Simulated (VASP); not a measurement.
# LiF (I4/mmm) in VASP: notebook

Runs on LiF. Level: PBE. Tasks: single point.

All numbers are computed with VASP 6.6.1; they aren't measurements. Logs are shortened: lines on timing, memory, paths and dates and some standing lists are left out, and cuts for length are marked.

## 1. The cell of the first run

Symmetry: I4/mmm, No. 139, tetragonal system. The conventional cell has a = 2.848 Å, b = 2.848 Å, c = 4.129 Å, α = 90.00°, β = 90.00°, γ = 90.00°. Within 2.7 Å of Li (site symmetry 4/mmm) lie 6 F at 2.01 to 2.06 Å. Within 2.7 Å of F (site symmetry 4/mmm) lie 6 Li at 2.01 to 2.06 Å.

## 2. Single point, PBE (strain +0.000 along x and y, +0.025 along z)

Contents of INCAR:

```
  ALGO = Normal
  EDIFF = 1E-6
  ENCUT = 520
  GGA = PE
  ISIF = 2
  ISMEAR = 0
  LASPH = True
  LCHARG = False
  LREAL = False
  LWAVE = False
  NBANDS = 12
  NELM = 60
  PREC = Accurate
  SIGMA = 0.05
```

Contents of KPOINTS:

```
k-points
0
Gamma
  10 10 10
```

Contents of POSCAR:

```
LiF
1.0
    0.0000000000      2.0140000000      2.0643500000
    2.0140000000      0.0000000000      2.0643500000
    2.0140000000      2.0140000000      0.0000000000
Li F
1 1
Direct
    0.0000000000      0.0000000000      0.0000000000
    0.5000000000      0.5000000000      0.5000000000
```

Potentials or basis: VASP PAW PBE potentials, release 64 (Li_sv, F).

Started as:

```bash
$ cat potpaw_PBE.64/Li_sv/POTCAR potpaw_PBE.64/F/POTCAR > POTCAR
$ mpirun -np 1 vasp_std > vasp.out
```

OUTCAR:

```text
EDIFF = 1E-6
   ENCUT = 520
   GGA = PE
   ISIF = 2
   ISMEAR = 0
   LASPH = True
   LREAL = False
   NELM = 60
   PREC = Accurate

 ion  position               nearest neighbor table
   1  0.000  0.000  0.000-   2 2.01   2 2.01   2 2.01   2 2.01   2 2.06   2 2.06
   2  0.500  0.500  0.500-   1 2.01   1 2.01   1 2.01   1 2.01   1 2.06   1 2.06

  LATTYP: Found a body centered tetragonal cell.
 ALAT       =     2.8482261146
 C/A-ratio  =     1.4495689014

  Lattice vectors:

 A1 = (  -2.0140000000,   0.0000000000,   2.0643500000)
 A2 = (   2.0140000000,   0.0000000000,   2.0643500000)
 A3 = (   0.0000000000,   2.0140000000,  -2.0643500000)

Analysis of symmetry for initial positions (statically):
=====================================================================
 Subroutine PRICEL returns:
 Original cell was already a primitive cell.

 Routine SETGRP: Setting up the symmetry group for a
 body centered tetragonal supercell.

 Subroutine GETGRP returns: Found 16 space group operations
 (whereof 16 operations were pure point group operations)
 out of a pool of 16 trial point group operations.

The static configuration has the point symmetry D_4h.

Analysis of symmetry for dynamics (positions and initial velocities):
=====================================================================
 Subroutine PRICEL returns:
 Original cell was already a primitive cell.

 Routine SETGRP: Setting up the symmetry group for a
 body centered tetragonal supercell.

 Subroutine GETGRP returns: Found 16 space group operations
 (whereof 16 operations were pure point group operations)
 out of a pool of 16 trial point group operations.

The dynamic configuration has the point symmetry D_4h.

 Subroutine INISYM returns: Found 16 space group operations
 (whereof 16 operations are pure point group operations),
 and found     1 'primitive' translations

----------------------------------------------------------------------------------------

                                     Primitive cell

  volume of cell :      16.7468

  direct lattice vectors                    reciprocal lattice vectors
     0.000000000  2.014000000  2.064350000    -0.248262165  0.248262165  0.242206990
     2.014000000  0.000000000  2.064350000     0.248262165 -0.248262165  0.242206990
     2.014000000  2.014000000  0.000000000     0.248262165  0.248262165 -0.242206990

  length of vectors
     2.884048703  2.884048703  2.848226115     0.426535381  0.426535381  0.426535381

  position of ions in fractional coordinates (direct lattice)
     0.000000000  0.000000000  0.000000000
     0.500000000  0.500000000  0.500000000

  ion indices of the primitive-cell ions
   primitive index   ion index
                 1           1
                 2           2

----------------------------------------------------------------------------------------

 KPOINTS: k-points

Automatic generation of k-mesh.
 Grid dimensions read from file:
 generate k-points for:   10   10   10

 Generating k-lattice:

  Cartesian coordinates                     Fractional coordinates (reciprocal lattice)
    -0.024826216  0.024826216  0.024220699     0.100000000 -0.000000000  0.000000000
     0.024826216 -0.024826216  0.024220699    -0.000000000  0.100000000  0.000000000
     0.024826216  0.024826216 -0.024220699     0.000000000  0.000000000  0.100000000

  Length of vectors
     0.042653538  0.042653538  0.042653538

  Shift w.r.t. Gamma in fractional coordinates (k-lattice)
     0.000000000  0.000000000  0.000000000

 Subroutine IBZKPT returns following result:
 ===========================================

 Found    102 irreducible k-points:

 Following reciprocal coordinates:
            Coordinates               Weight
  0.000000  0.000000  0.000000      1.000000
  0.100000  0.000000  0.000000      8.000000
  0.200000  0.000000  0.000000      8.000000
  0.300000  0.000000  0.000000      8.000000
  0.400000  0.000000  0.000000      8.000000
  0.500000  0.000000  0.000000      4.000000
[... 16 lines left out ...]
  0.300000  0.300000  0.000000      2.000000
  0.400000  0.300000  0.000000      8.000000
 [... further k-points ...]
   k-points           NKPTS =    102   k-points in BZ     NKDIM =    102   number of bands    NBANDS=     12
   number of dos      NEDOS =    301   number of ions     NIONS =      2
   total plane-waves  NPLWV =  13824
   dimension x,y,z NGX =    24 NGY =   24 NGZ =   24
   dimension x,y,z NGXF=    48 NGYF=   48 NGZF=   48
   ions per type =               1   1
   NGX,Y,Z   is equivalent  to a cutoff of  13.83, 13.83, 14.01 a.u.
   NGXF,Y,Z  is equivalent  to a cutoff of  27.67, 27.67, 28.02 a.u.
 SYSTEM =  unknown system
   PREC   = accura    normal or accurate (medium, high low for compatibility)
   ISTART =      0    job   : 0-new  1-cont  2-samecut
   ICHARG =      2    charge: 1-file 2-atom 10-const
   ISPIN  =      1    spin polarized calculation?
   LNONCOLLINEAR =      F non collinear calculations
   LSORBIT =      F    spin-orbit coupling
   LASPH  =      T    aspherical Exc in radial PAW
   ENCUT  =  520.0 eV  38.22 Ry    6.18 a.u.   5.36  5.36  5.30*2*pi/ulx,y,z
   NELM   =     60;   NELMIN=  2; NELMDL= -5     # of ELM steps
   EDIFF  = 0.1E-05   stopping-criterion for ELM
   LREAL  =      F    real-space projection
   EDIFFG = 0.1E-04   stopping-criterion for IOM
   NSW    =      0    number of steps for IOM
   IBRION =     -1    ionic relax: 0-MD 1-quasi-New 2-CG
   NFREE  =      0    steps in history (QN), initial steepest desc. (CG)
   ISIF   =      2    stress and relaxation
   ISYM   =      2    0-nonsym 1-usesym 2-fastsym
   POTIM  = 0.5000    time-step for ionic-motion
   TEBEG  =    0.0;   TEEND  =   0.0 temperature during run
   PSTRESS=    0.0 pullay stress
   NELECT =      10.0000    total number of electrons
   NUPDOWN=      -1.0000    fix difference up-down
   EMIN   =  10.00;   EMAX   =-10.00  energy-range for DOS
   EFERMI =   0.00;   METHOD = LEGACY
   ISMEAR =     0;   SIGMA  =   0.05  broadening in eV -4-tet -1-fermi 0-gaus
   EFERMI_NEDOS =   21; number of points for ismear=-14 and -15
   IALGO  =     38    algorithm
   IMIX   =      4    mixing-type and parameters
     AMIX     =   0.40;   BMIX     =  1.00
     AMIX_MAG =   1.60;   BMIX_MAG =  1.00
  volume/ion in A,a.u.               =       8.37        56.51
  Fermi-wavevector in a.u.,A,eV,Ry     =   1.378576  2.605131 25.857492  1.900472
  Thomas-Fermi vector in A             =   2.503625
   LORBIT       =      0    0 simple, 1 ext, 2 COOP (PROOUT), +10 PAW based schemes
   GGA     = PE    functional components
   LHFCALC =     F    Hartree Fock is set to
   AEXX    =    0.0000 exact exchange contribution
   IVDW    =     0    specifies the selected vdW correction
   LEPSILON=     F    determine dielectric tensor
   LRPA    =     F    only Hartree local field effects (RPA)
 non-spin polarized calculation
 Gauss-broadening in eV      SIGMA  =   0.05
  energy-cutoff  :      520.00
  volume of cell :       16.75
 maximum number of plane-waves:       463
 NGX is ok and might be reduce to    24
   NGX = 11   NGY = 11   NGZ = 11

 number of electron      10.0000000 magnetization

 number of electron       9.9999994 magnetization

 Free energy of the ion-electron system (eV)
  ---------------------------------------------------
  ext. energy  EPLUGINS =         0.00000000
  ---------------------------------------------------
  free energy    TOTEN  =        -9.63938640 eV

  energy without entropy =       -9.63938640  energy(sigma->0) =       -9.63938640

 E-fermi :  -0.9052     XC(G=0):  -9.8617

 val. band max:       -1.1318211827   @ k =   0.0000   0.0000   0.0000
 cond. band min:       7.7028520498   @ k =   0.0000   0.0000   0.0000
 fundamental gap:      8.8346732325
 Fermi energy:        -0.9051900464

 k-point     1 :       0.0000    0.0000    0.0000
  band No.  band energies     occupation
      1     -42.1413      2.00000
      2     -21.0738      2.00000
      3      -1.1852      2.00000
      4      -1.1852      2.00000
      5      -1.1318      2.00000
      6       7.7029      0.00000
      7      22.1136      0.00000
      8      22.6661      0.00000
      9      22.6661      0.00000
     10      22.7837      0.00000
     11      22.9920      0.00000
     12      22.9920      0.00000

 k-point     2 :       0.1000    0.0000    0.0000
  band No.  band energies     occupation
      1     -42.1363      2.00000
      2     -21.0363      2.00000
      3      -1.4499      2.00000
      4      -1.2031      2.00000
      5      -1.1735      2.00000
      6       7.9972      0.00000
      7      19.8689      0.00000
      8      21.0868      0.00000
      9      21.4683      0.00000
     10      23.8101      0.00000
     11      23.9964      0.00000
     12      24.0128      0.00000

 k-point     3 :       0.2000    0.0000    0.0000
  band No.  band energies     occupation
      1     -42.1232      2.00000
      2     -20.9369      2.00000
      3      -2.1183      2.00000
      4      -1.2488      2.00000
      5      -1.2425      2.00000
      6       8.6548      0.00000
      7      17.4297      0.00000
      8      19.6028      0.00000
      9      20.0288      0.00000
     10      24.8421      0.00000
     11      25.2634      0.00000
     12      25.3083      0.00000

 k-point     4 :       0.3000    0.0000    0.0000
  band No.  band energies     occupation
      1     -42.1068      2.00000
      2     -20.8084      2.00000
      3      -2.8577      2.00000
      4      -1.3235      2.00000
      5      -1.3033      2.00000
      6       9.2327      0.00000
      7      15.9371      0.00000
      8      18.3796      0.00000
      9      18.8137      0.00000
     10      26.1694      0.00000
     11      26.8885      0.00000
     12      26.9701      0.00000

 k-point     5 :       0.4000    0.0000    0.0000
  band No.  band energies     occupation
      1     -42.0936      2.00000
      2     -20.7007      2.00000
      3      -3.4074      2.00000
      4      -1.3868      2.00000
      5      -1.3457      2.00000
      6       9.4579      0.00000
      7      15.3697      0.00000
      8      17.5938      0.00000
      9      18.0245      0.00000
     10      27.7001      0.00000
     11      28.5225      0.00000
     12      28.7248      0.00000
[... 228 lines left out ...]
      1     -42.0893      2.00000
      2     -20.6418      2.00000
      3      -3.1204      2.00000
      4      -2.2576      2.00000
      5      -1.3734      2.00000
      6      10.6351      0.00000
      7      14.2938      0.00000
      8      17.9001      0.00000
      9      18.2030      0.00000
     10      27.3298      0.00000
     11      27.7597      0.00000
     12      27.9507      0.00000

 k-point    22 :      -0.2000    0.2000    0.0000
  band No.  band energies     occupation
      1     -42.1011      2.00000
      2     -20.7539      2.00000
      3      -2.7567      2.00000
      4      -1.9584      2.00000
      5      -1.2561      2.00000
      6       9.9482      0.00000
      7      15.0773      0.00000
      8      18.3200      0.00000
      9      18.7651      0.00000
     10      25.9346      0.00000
     11      25.9928      0.00000
     12      28.5605      0.00000

 k-point    23 :       0.3000    0.3000    0.0000
  band No.  band energies     occupation
      1     -42.0994      2.00000
      2     -20.6849      2.00000
      3      -3.0288      2.00000
      4      -1.7804      2.00000
      5      -1.7804      2.00000
      6      10.7488      0.00000
      7      16.7962      0.00000
      8      17.4871      0.00000
      9      19.2298      0.00000
     10      19.2298      0.00000
     11      32.4876      0.00000
     12      33.4073      0.00000

 k-point    24 :       0.4000    0.3000    0.0000
  band No.  band energies     occupation
      1     -42.0897      2.00000
      2     -20.5841      2.00000
      3      -3.4215      2.00000
      4      -1.9831      2.00000
      5      -1.8660      2.00000
      6      11.5374      0.00000
      7      15.6418      0.00000
      8      17.0023      0.00000
      9      18.9707      0.00000
     10      20.0375      0.00000
     11      32.0070      0.00000
     12      33.5181      0.00000

 [... further k-points ...]
[... 5 lines left out ...]
  --------------------------------------------------------------------------------------
  -------------------------------------------------------------------------------------
  Total        0.0503508      0.0503508     -0.1154681      0.0000000     -0.0000000      0.0000000
  in kB        4.8170926      4.8170926    -11.0468954      0.0000000     -0.0000000      0.0000000
  external PRESSURE =      -0.4709034 kB  Pullay stress =       0.0000000 kB

 VOLUME and BASIS-vectors are now :
 -----------------------------------------------------------------------------
  energy-cutoff  :      520.00
  volume of cell :       16.75
      direct lattice vectors                 reciprocal lattice vectors
     0.000000000  2.014000000  2.064350000    -0.248262165  0.248262165  0.242206990
     2.014000000  0.000000000  2.064350000     0.248262165 -0.248262165  0.242206990
     2.014000000  2.014000000  0.000000000     0.248262165  0.248262165 -0.242206990

 POSITION                                       TOTAL-FORCE (eV/Angst)
 -----------------------------------------------------------------------------------
      0.00000      0.00000      0.00000         0.000000      0.000000      0.000000
      2.01400      2.01400      2.06435         0.000000      0.000000     -0.000000
 -----------------------------------------------------------------------------------
    total drift:                               -0.000000     -0.000000      0.000000

  FREE ENERGIE OF THE ION-ELECTRON SYSTEM (eV)
  ---------------------------------------------------
  free  energy   TOTEN  =        -9.6393864006 eV

  energy  without entropy=       -9.6393864006  energy(sigma->0) =       -9.63938640
```

It took 6.4 s on 1 thread of Intel Xeon 6975P-C (Granite Rapids), shared host; peak memory 0.14 GiB.

What came out:

```
Free energy            : -9.6394 eV
Band gap on the k mesh : 8.83 eV, direct
```

Caveat: the cell differs from its parent crystal (strain +0.000 along x and y, +0.025 along z); the cutoff is under 1.25 times the usual one of these potentials, so pressure, stress and relaxed cells hold a basis-set (Pulay) error.

## 3. Single point, PBE (strain +0.000 along x and y, +0.050 along z)

Contents of INCAR:

```
SYSTEM = LiF
PREC = Accurate
ENCUT = 520
EDIFF = 1E-6
ISMEAR = 0
SIGMA = 0.05
LREAL = .FALSE.
LASPH = .TRUE.
NELM = 100
ALGO = Normal
ISIF = 2
LWAVE = .FALSE.
LCHARG = .TRUE.
GGA = PE
LELF = .TRUE.
LVHAR = .TRUE.
NBANDS = 12
```

Contents of KPOINTS:

```
Automatic mesh
0
G
  10 10 10
  0 0 0
```

Contents of POSCAR:

```
LiF
1.0
    0.0000000000      2.0140000000      2.1147000000
    2.0140000000      0.0000000000      2.1147000000
    2.0140000000      2.0140000000      0.0000000000
Li F
1 1
Direct
    0.0000000000      0.0000000000      0.0000000000
    0.5000000000      0.5000000000      0.5000000000
```

Potentials or basis: VASP PAW PBE potentials, release 64 (Li_sv, F).

Started as:

```bash
$ cat potpaw_PBE.64/Li_sv/POTCAR potpaw_PBE.64/F/POTCAR > POTCAR
$ mpirun -np 1 vasp_std > vasp.out
```

It took 6.8 s on 1 thread of Intel Xeon 6975P-C (Granite Rapids), shared host; peak memory 0.14 GiB.

The run converged. Its results:

```yaml
Free_energy: -9.6352 eV
Band_gap_on_the_k_mesh: 8.60 eV, direct
```

Levels at points of the mesh, in eV from the valence-band top:
```
           k point  band 2  band 3  band 4  band 5  band 6  band 7  band 8  band 9
(0.00, 0.00, 0.00)  -19.90   -0.10   -0.10    0.00    8.60   22.59   23.55   23.65
(0.50, 0.00, 0.00)  -19.51   -2.43   -0.32   -0.23   10.46   16.10   18.06   18.88
(0.50, 0.50, 0.00)  -19.32   -2.88   -0.90   -0.90   13.75   16.62   16.76   20.08
(0.50, 0.00, 0.50)  -19.25   -2.85   -1.18   -0.89   14.60   16.00   16.86   19.07
```

Caveat: the cell differs from its parent crystal (strain +0.000 along x and y, +0.050 along z); the cutoff is under 1.25 times the usual one of these potentials, so pressure, stress and relaxed cells hold a basis-set (Pulay) error.

## 4. Single point, PBE (strain +0.025 along x and y, +0.000 along z)

Contents of INCAR:

```
  PREC = Accurate
  ENCUT = 520
  EDIFF = 1E-6
  ISMEAR = 0
  SIGMA = 0.05
  LREAL = False
  LASPH = True
  NELM = 60
  ALGO = Normal
  ISIF = 2
  LWAVE = False
  LCHARG = False
  GGA = PE
  NBANDS = 12
```

Contents of KPOINTS:

```
regular mesh
0
Gamma
  10 10 10
```

Contents of POSCAR:

```
LiF
1.0
    0.0000000000      2.0643500000      2.0140000000
    2.0643500000      0.0000000000      2.0140000000
    2.0643500000      2.0643500000      0.0000000000
Li F
1 1
Direct
    0.0000000000      0.0000000000      0.0000000000
    0.5000000000      0.5000000000      0.5000000000
```

Started as:

```bash
$ cat potpaw_PBE.64/Li_sv/POTCAR potpaw_PBE.64/F/POTCAR > POTCAR
$ mpirun -np 1 vasp_std > vasp.out
```

Wall time 6.8 s (1 thread of Intel Xeon 6975P-C (Granite Rapids), shared host); peak memory 0.14 GiB.

It converged, with:

```
Free energy            : -9.6384 eV
Band gap on the k mesh : 8.64 eV, direct
```

Levels at points of the mesh, in eV from the valence-band top:
```csv
k point,band 1,band 2,band 3,band 4,band 5,band 6,band 7,band 8,band 9,band 10
"(0.00, 0.00, 0.00)",-41.05,-19.86,-0.06,0.00,0.00,8.64,23.12,23.12,23.67,23.76
"(0.50, 0.00, 0.00)",-41.01,-19.47,-2.39,-0.25,-0.21,10.50,16.14,18.27,18.71,29.41
"(0.50, 0.50, 0.00)",-40.99,-19.21,-2.81,-0.99,-0.99,14.63,16.00,16.89,19.42,19.42
"(0.50, 0.00, 0.50)",-41.00,-19.24,-2.83,-1.00,-0.85,14.19,16.33,16.82,19.58,19.94
```

Caveat: the cell differs from its parent crystal (strain +0.025 along x and y, +0.000 along z); the cutoff is under 1.25 times the usual one of these potentials, so pressure, stress and relaxed cells hold a basis-set (Pulay) error.

## 5. Summary

```tsv
cell	gap on the mesh (eV)
a = 2.884, b = 2.884, c = 2.848 Å, angles 60.4, 60.4, 59.2°, 2 atoms	8.83
a = 2.920, b = 2.920, c = 2.848 Å, angles 60.8, 60.8, 58.4°, 2 atoms	8.60
a = 2.884, b = 2.884, c = 2.919 Å, angles 59.6, 59.6, 60.8°, 2 atoms	8.64
```

Alike in all rows: task single point; level PBE; potentials or basis VASP PAW PBE potentials, release 64 (Li_sv, F); no spin polarisation; k mesh 10 × 10 × 10; cutoff (eV) 520; smearing gaussian 0.05 eV.

Caveats: the cutoff is under 1.25 times the usual one of these potentials, so pressure, stress and relaxed cells hold a basis-set (Pulay) error.

Absolute energies hang on the potentials; compare differences alone.
